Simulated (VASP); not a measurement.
# HgTe (CsCl type) (Pm-3m) in VASP: a series of runs

HgTe (CsCl type) is run at these levels: PBE; tasks: single point, relaxation of cell and atoms.

All numbers are computed with VASP 6.6.1; they aren't measurements. Logs are shortened: lines on timing, memory, paths and dates and some standing lists are left out, and cuts for length are marked.

### Step 1. The cell of the first run

The structure is cubic, space group Pm-3m (No. 221). Conventional cell: a = 3.716 Å, b = 3.716 Å, c = 3.716 Å, α = 90.00°, β = 90.00°, γ = 90.00°. Within 4.2 Å of Hg (site symmetry m-3m) lie 8 Te at 3.22 Å and 6 Hg at 3.72 Å. Within 4.2 Å of Te (site symmetry m-3m) lie 8 Hg at 3.22 Å and 6 Te at 3.72 Å.

### Step 2. Single point, PBE

File INCAR:

```
PREC = Accurate
ENCUT = 520
EDIFF = 1E-6
ISMEAR = -1
SIGMA = 0.08
LREAL = F
LASPH = T
NELM = 80
ALGO = Normal
ISIF = 2
LWAVE = F
LCHARG = T
GGA = PE
LELF = T
LVHAR = T
NBANDS = 16
```

File KPOINTS:

```
Automatic mesh
0
Gamma
  12 12 12
```

File POSCAR:

```
HgTe
1.0
    3.7160540013      0.0000000000      0.0000000000
    0.0000000000      3.7160540013      0.0000000000
    0.0000000000      0.0000000000      3.7160540013
Hg Te
1 1
Direct
    0.0000000000      0.0000000000      0.0000000000
    0.5000000000      0.5000000000      0.5000000000
```

Potentials or basis: VASP PAW PBE potentials, release 64 (Hg, Te).

Launch:

```
> cat potpaw_PBE.64/Hg/POTCAR potpaw_PBE.64/Te/POTCAR > POTCAR
> mpirun -np 1 vasp_std > vasp.out
```

OUTCAR:

```text
PREC = Accurate
   ENCUT = 520
   EDIFF = 1E-6
   ISMEAR = -1
   LREAL = F
   LASPH = T
   NELM = 80
   ISIF = 2
   GGA = PE

 ion  position               nearest neighbor table
   1  0.000  0.000  0.000-   2 3.22   2 3.22   2 3.22   2 3.22   2 3.22   2 3.22   2 3.22   2 3.22

   2  0.500  0.500  0.500-   1 3.22   1 3.22   1 3.22   1 3.22   1 3.22   1 3.22   1 3.22   1 3.22

  LATTYP: Found a simple cubic cell.
 ALAT       =     3.7160540013

  Lattice vectors:

 A1 = (   3.7160540013,   0.0000000000,   0.0000000000)
 A2 = (   0.0000000000,   3.7160540013,   0.0000000000)
 A3 = (   0.0000000000,   0.0000000000,   3.7160540013)

Analysis of symmetry for initial positions (statically):
=====================================================================
 Subroutine PRICEL returns:
 Original cell was already a primitive cell.

 Routine SETGRP: Setting up the symmetry group for a
 simple cubic supercell.

 Subroutine GETGRP returns: Found 48 space group operations
 (whereof 48 operations were pure point group operations)
 out of a pool of 48 trial point group operations.

The static configuration has the point symmetry O_h .

Analysis of symmetry for dynamics (positions and initial velocities):
=====================================================================
 Subroutine PRICEL returns:
 Original cell was already a primitive cell.

 Routine SETGRP: Setting up the symmetry group for a
 simple cubic supercell.

 Subroutine GETGRP returns: Found 48 space group operations
 (whereof 48 operations were pure point group operations)
 out of a pool of 48 trial point group operations.

The dynamic configuration has the point symmetry O_h .

 Subroutine INISYM returns: Found 48 space group operations
 (whereof 48 operations are pure point group operations),
 and found     1 'primitive' translations

----------------------------------------------------------------------------------------

                                     Primitive cell

  volume of cell :      51.3152

  direct lattice vectors                    reciprocal lattice vectors
     3.716054001  0.000000000  0.000000000     0.269102656  0.000000000  0.000000000
     0.000000000  3.716054001  0.000000000     0.000000000  0.269102656  0.000000000
     0.000000000  0.000000000  3.716054001     0.000000000  0.000000000  0.269102656

  length of vectors
     3.716054001  3.716054001  3.716054001     0.269102656  0.269102656  0.269102656

[... 73 lines left out ...]
   ICHARG =      2    charge: 1-file 2-atom 10-const
   ISPIN  =      1    spin polarized calculation?
   LNONCOLLINEAR =      F non collinear calculations
   LSORBIT =      F    spin-orbit coupling
   LASPH  =      T    aspherical Exc in radial PAW
   ENCUT  =  520.0 eV  38.22 Ry    6.18 a.u.   6.91  6.91  6.91*2*pi/ulx,y,z
   NELM   =     80;   NELMIN=  2; NELMDL= -5     # of ELM steps
   EDIFF  = 0.1E-05   stopping-criterion for ELM
   LREAL  =      F    real-space projection
   EDIFFG = 0.1E-04   stopping-criterion for IOM
   NSW    =      0    number of steps for IOM
   IBRION =     -1    ionic relax: 0-MD 1-quasi-New 2-CG
   NFREE  =      0    steps in history (QN), initial steepest desc. (CG)
   ISIF   =      2    stress and relaxation
   ISYM   =      2    0-nonsym 1-usesym 2-fastsym
   POTIM  = 0.5000    time-step for ionic-motion
   TEBEG  =    0.0;   TEEND  =   0.0 temperature during run
   PSTRESS=    0.0 pullay stress
   NELECT =      18.0000    total number of electrons
   NUPDOWN=      -1.0000    fix difference up-down
   EMIN   =  10.00;   EMAX   =-10.00  energy-range for DOS
   EFERMI =   0.00;   METHOD = LEGACY
   ISMEAR =    -1;   SIGMA  =   0.08  broadening in eV -4-tet -1-fermi 0-gaus
   EFERMI_NEDOS =   21; number of points for ismear=-14 and -15
   IALGO  =     38    algorithm
   IMIX   =      4    mixing-type and parameters
     AMIX     =   0.40;   BMIX     =  1.00
     AMIX_MAG =   1.60;   BMIX_MAG =  1.00
  volume/ion in A,a.u.               =      25.66       173.15
  Fermi-wavevector in a.u.,A,eV,Ry     =   1.154561  2.181804 18.136725  1.333012
  Thomas-Fermi vector in A             =   2.291197
   LORBIT       =      0    0 simple, 1 ext, 2 COOP (PROOUT), +10 PAW based schemes
   GGA     = PE    functional components
   LHFCALC =     F    Hartree Fock is set to
   AEXX    =    0.0000 exact exchange contribution
   IVDW    =     0    specifies the selected vdW correction
   LEPSILON=     F    determine dielectric tensor
   LRPA    =     F    only Hartree local field effects (RPA)
 non-spin polarized calculation
  energy-cutoff  :      520.00
  volume of cell :       51.32
 maximum number of plane-waves:      1409
 NGX is ok and might be reduce to    28
   NGX = 13   NGY = 13   NGZ = 13

 number of electron      18.0000003 magnetization

 Free energy of the ion-electron system (eV)
  ---------------------------------------------------
  ext. energy  EPLUGINS =         0.00000000
  ---------------------------------------------------
  free energy    TOTEN  =        -2.79112563 eV

  energy without entropy =       -2.75989563  energy(sigma->0) =       -2.77551063

 E-fermi :   5.5048     XC(G=0): -10.5049

 val. band max:        5.4968862043   @ k =   0.3333   0.3333   0.0000
 cond. band min:       5.5109256434   @ k =   0.3333   0.2500   0.0833
 fundamental gap:      0.0140394391
 Fermi energy:         5.5047537094

 k-point     1 :       0.0000    0.0000    0.0000
  band No.  band energies     occupation
      1      -7.1588      2.00000
      2      -1.3153      2.00000
      3      -1.3153      2.00000
      4      -0.7646      2.00000
      5      -0.7646      2.00000
      6      -0.7646      2.00000
[... 433 lines left out ...]
      3      -0.9837      2.00000
      4      -0.9063      2.00000
      5      -0.8638      2.00000
      6      -0.7565      2.00000
[... 8 lines left out ...]
     15      15.9747      0.00000
     16      17.7042      0.00000

 [... further k-points ...]
[... 5 lines left out ...]
  --------------------------------------------------------------------------------------
  -------------------------------------------------------------------------------------
  Total        1.3144568      1.3144568      1.3144568     -0.0000000     -0.0000000     -0.0000000
  in kB       41.0403316     41.0403316     41.0403316     -0.0000000     -0.0000000     -0.0000000
  external PRESSURE =      41.0403316 kB  Pullay stress =       0.0000000 kB

 VOLUME and BASIS-vectors are now :
 -----------------------------------------------------------------------------
  energy-cutoff  :      520.00
  volume of cell :       51.32
      direct lattice vectors                 reciprocal lattice vectors
     3.716054001  0.000000000  0.000000000     0.269102656  0.000000000  0.000000000
     0.000000000  3.716054001  0.000000000     0.000000000  0.269102656  0.000000000
     0.000000000  0.000000000  3.716054001     0.000000000  0.000000000  0.269102656

 POSITION                                       TOTAL-FORCE (eV/Angst)
 -----------------------------------------------------------------------------------
      0.00000      0.00000      0.00000         0.000000      0.000000      0.000000
      1.85803      1.85803      1.85803         0.000000      0.000000      0.000000
 -----------------------------------------------------------------------------------
    total drift:                               -0.000000      0.000000     -0.000000

  FREE ENERGIE OF THE ION-ELECTRON SYSTEM (eV)
  ---------------------------------------------------
  free  energy   TOTEN  =        -2.7911256252 eV

  energy  without entropy=       -2.7598956277  energy(sigma->0) =       -2.77551063
```

OSZICAR:

```text
N       E                     dE             d eps       ncg     rms          rms(c)
DAV:   1     0.103738736790E+03    0.10374E+03   -0.84102E+03  2736   0.101E+03
DAV:   2     0.376271770992E+00   -0.10336E+03   -0.96223E+02  3168   0.233E+02
DAV:   3    -0.287378335419E+01   -0.32501E+01   -0.32358E+01  3352   0.420E+01
DAV:   4    -0.289298243319E+01   -0.19199E-01   -0.19198E-01  3400   0.318E+00
DAV:   5    -0.289330092370E+01   -0.31849E-03   -0.31849E-03  3560   0.380E-01    0.790E+00
DAV:   6    -0.279387698784E+01    0.99424E-01   -0.19938E-01  3072   0.589E+00    0.557E+00
DAV:   7    -0.279149606108E+01    0.23809E-02   -0.30568E-02  3232   0.130E+00    0.165E+00
DAV:   8    -0.279107977689E+01    0.41628E-03   -0.31988E-03  3056   0.678E-01    0.163E-01
DAV:   9    -0.279110474608E+01   -0.24969E-04   -0.23402E-04  3584   0.153E-01    0.464E-02
DAV:  10    -0.279111999189E+01   -0.15246E-04   -0.19607E-05  3208   0.384E-02    0.279E-02
DAV:  11    -0.279112562755E+01   -0.56357E-05   -0.60803E-06  3128   0.205E-02    0.506E-03
DAV:  12    -0.279112562520E+01    0.23479E-08   -0.11584E-07  1696   0.306E-03
   1 F= -.27911256E+01 E0= -.27755106E+01  d E =-.312300E-01
```

Wall time 31 s (1 thread of Intel Xeon Platinum 8488C (Sapphire Rapids), shared host); peak memory 0.2 GiB.

What came out:

| Property | Result |
| --- | --- |
| Free energy | -2.7911 eV |
| Pressure | 4.1 GPa |
| Band gap on the k mesh | zero (band 9 reaches 6.26 eV, above the bottom of band 10 at 4.10 eV) |

Caveat: spin-orbit coupling is left out, which moves the levels of the heavy elements.

### Step 3. Relaxation of cell and atoms, PBE, target pressure 4 GPa, at which the enthalpy is minimised

This run uses another cell than the first one, of 25.34 Å³/atom, 0.988 times its volume.

File INCAR:

```
PREC = Accurate ; ENCUT = 600
EDIFF = 1E-6 ; ISMEAR = -1
SIGMA = 0.08 ; LREAL = F
LASPH = T ; NELM = 100
ALGO = Normal ; ISIF = 3
LWAVE = F ; LCHARG = F
GGA = PE ; IBRION = 2
NSW = 60 ; EDIFFG = -0.005
PSTRESS = 40.0
```

KPOINTS is that of step 2.

File POSCAR:

```
HgTe
1.0
    3.7005446445      0.0000000000      0.0000000000
    0.0000000000      3.7005446445      0.0000000000
    0.0000000000      0.0000000000      3.7005446445
Hg Te
1 1
Direct
    0.0000000000      0.0000000000      0.0000000000
    0.5000000000      0.5000000000      0.5000000000
```

Potentials or basis: VASP PAW PBE potentials, release 64 (Hg, Te).

Launch:

```
> cat potpaw_PBE.64/Hg/POTCAR potpaw_PBE.64/Te/POTCAR > POTCAR
> mpirun -np 1 vasp_std > vasp.out
```

Run time: 71 s. Hardware: 1 thread of Intel Xeon 6975P-C (Granite Rapids), shared host; peak memory 0.23 GiB.

The run converged. Its results:

```
Free energy                                            : -2.7932 eV
Relaxed volume                                         : 25.70 Å³/atom
Relaxed cell                                           : a = 3.718 Å, b = 3.718 Å, c = 3.718 Å, α = 90.00°, β = 90.00°, γ = 90.00°
Space group after relaxing (to 0.05 Å)                 : Pm-3m (No. 221)
Energy change on relaxing (the enthalpy is what falls) : -10.2 meV/atom
Ionic steps                                            : 7
Pressure after relaxing                                : 4.0 GPa
Band gap on the k mesh                                 : zero (band 9 reaches 6.24 eV, above the bottom of band 10 at 4.08 eV)
```

The path:
```tsv
step	energy change (eV)	largest force (eV/Å)	pressure (GPa)	volume (Å³)
1	0.0000	0.0000	4.98	50.68
2	-0.0302	0.0000	3.50	51.82
3	-0.0208	0.0000	3.94	51.42
4	-0.0197	0.0000	4.04	51.37
5	-0.0201	0.0000	4.05	51.39
6	-0.0202	0.0000	4.05	51.39
7	-0.0203	0.0000	4.03	51.40
```

Final structure:
```
Hg Te
1.0
     3.71811    0.00000    0.00000
     0.00000    3.71811    0.00000
     0.00000    0.00000    3.71811
Hg Te
1 1
Direct
  0.00000 0.00000 0.00000
  0.50000 0.50000 0.50000
```

Levels at points of the mesh, in eV from the Fermi level:
| k point | band 5 | band 6 | band 7 | band 8 | band 9 | band 10 | band 11 | band 12 | band 13 |
| --- | --- | --- | --- | --- | --- | --- | --- | --- | --- |
| (0.00, 0.00, 0.00) | -6.26 | -6.26 | -2.03 | -1.00 | -1.00 | -1.00 | 5.62 | 5.62 | 10.16 |
| (0.50, 0.00, 0.00) | -6.62 | -6.25 | -5.52 | 0.75 | 0.75 | 2.74 | 3.17 | 5.67 | 5.67 |
| (0.50, 0.50, 0.00) | -6.00 | -5.89 | -4.42 | -4.42 | -2.94 | 0.70 | 6.89 | 6.89 | 7.79 |
| (0.50, 0.50, 0.50) | -5.99 | -5.99 | -1.55 | -1.55 | -1.55 | -1.06 | 1.04 | 1.04 | 1.04 |

Caveat: the cell is relaxed towards a set pressure, so the enthalpy falls and the energy may rise; spin-orbit coupling is left out, which moves the levels of the heavy elements.

### Step 4. Relaxation of cell and atoms, PBE, target pressure 4 GPa, at which the enthalpy is minimised

File INCAR:

```
PREC = Accurate ; ENCUT = 600
EDIFF = 1E-6 ; ISMEAR = -1
SIGMA = 0.08 ; LREAL = False
LASPH = True ; NELM = 60
ALGO = Normal ; ISIF = 3
LWAVE = False ; LCHARG = False
GGA = PE ; IBRION = 2
NSW = 32 ; EDIFFG = -0.005
PSTRESS = 40.0
```

File KPOINTS:

```
regular mesh
0
Gamma
  12 12 12
```

File POSCAR:

```
HgTe
1.0
    3.7160540013      0.0000000000      0.0000000000
    0.0000000000      3.7160540013      0.0000000000
    0.0000000000      0.0000000000      3.7160540013
Hg Te
1 1
Direct
    0.0000000000      0.0000000000      0.0000000000
    0.5000000000      0.5000000000      0.5000000000
```

Launch:

```
> cat potpaw_PBE.64/Hg/POTCAR potpaw_PBE.64/Te/POTCAR > POTCAR
> mpirun -np 1 vasp_std > vasp.out
```

It took 41 s on 1 thread of Intel Xeon 6975P-C (Granite Rapids), shared host; peak memory 0.23 GiB.

It converged, with:

| Quantity | Value |
| --- | --- |
| Free energy | -2.7937 eV |
| Relaxed volume | 25.71 Å³/atom |
| Relaxed cell | a = 3.719 Å, b = 3.719 Å, c = 3.719 Å, α = 90.00°, β = 90.00°, γ = 90.00° |
| Space group after relaxing (to 0.05 Å) | Pm-3m (No. 221) |
| Energy change on relaxing (the enthalpy is what falls) | -1.3 meV/atom |
| Ionic steps | 3 |
| Pressure after relaxing | 4.0 GPa |
| Band gap on the k mesh | zero (band 9 reaches 6.23 eV, above the bottom of band 10 at 4.08 eV) |

Step by step:
| step | energy change (eV) | largest force (eV/Å) | pressure (GPa) | volume (Å³) |
| --- | --- | --- | --- | --- |
| 1 | 0.0000 | 0.0000 | 4.13 | 51.32 |
| 2 | -0.0040 | 0.0000 | 3.97 | 51.47 |
| 3 | -0.0026 | 0.0000 | 4.00 | 51.42 |

Final structure:
```xyz
2
Lattice="3.7186 0.0000 0.0000 0.0000 3.7186 0.0000 0.0000 0.0000 3.7186" Properties=species:S:1:pos:R:3 pbc="T T T"
Hg    0.0000    0.0000    0.0000
Te    1.8593    1.8593    1.8593
```

Levels at points of the mesh, in eV from the Fermi level:
| k point | band 6 | band 7 | band 8 | band 9 | band 10 | band 11 | band 12 | band 13 |
| --- | --- | --- | --- | --- | --- | --- | --- | --- |
| (0.00, 0.00, 0.00) | -6.26 | -2.03 | -1.00 | -1.00 | -1.00 | 5.62 | 5.62 | 10.15 |
| (0.50, 0.00, 0.00) | -6.24 | -5.51 | 0.75 | 0.75 | 2.74 | 3.17 | 5.67 | 5.67 |
| (0.50, 0.50, 0.00) | -5.89 | -4.42 | -4.42 | -2.93 | 0.70 | 6.88 | 6.88 | 7.79 |
| (0.50, 0.50, 0.50) | -5.99 | -1.55 | -1.55 | -1.55 | -1.06 | 1.04 | 1.04 | 1.04 |

Caveat: the cell is relaxed towards a set pressure, so the enthalpy falls and the energy may rise; spin-orbit coupling is left out, which moves the levels of the heavy elements.

### Step 5. The runs side by side

| task | cell | cutoff (eV) | gap on the mesh (eV) | pressure (GPa) |
| --- | --- | --- | --- | --- |
| single point | a = 3.716 Å, 2 atoms | 520 | none | 4.1 |
| relaxation of cell and atoms | relaxed to 4 GPa from a = 3.701 Å, 2 atoms | 600 | none | 4.0 |
| relaxation of cell and atoms | relaxed to 4 GPa from a = 3.716 Å, 2 atoms | 600 | none | 4.0 |

Alike in all rows: level PBE; potentials or basis VASP PAW PBE potentials, release 64 (Hg, Te); no spin polarisation; k mesh 12 × 12 × 12; smearing fermi-dirac 0.08 eV.

Caveats: spin-orbit coupling is left out, which moves the levels of the heavy elements; the cell is relaxed towards a set pressure, so the enthalpy falls and the energy may rise (some runs).

Total energies depend on the potentials used, so only differences within one code and one set of settings carry meaning.
